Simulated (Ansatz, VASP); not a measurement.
## Two plane-wave programs on Be

```
CELL_PARAMETERS angstrom
2.12908 0.00000 0.00000
0.00000 2.12908 0.00000
0.00000 0.00000 2.12908
ATOMIC_POSITIONS crystal
Be 0.00000 0.00000 0.00000
```

Alike in both runs: task single point; functional revPBE; k mesh 16 × 16 × 16; occupations fermi-dirac, width 0.1 eV; no spin polarisation.

|  | VASP | Ansatz |
| --- | --- | --- |
| version | VASP 6.6.1 | Ansatz 0.2.0 |
| potentials or method | VASP PAW PBE potentials, release 64 (Be), cutoff 520 eV | plane waves (420 eV) with PAW, scalar-relativistic |
| valence electrons in the cell | 2 | 2 |

|  | VASP | Ansatz | Ansatz less VASP |
| --- | --- | --- | --- |
| pressure (GPa) | 7.1 | 7.1 | +0.01 |

VASP's potentials were made for PBE, not for revPBE.
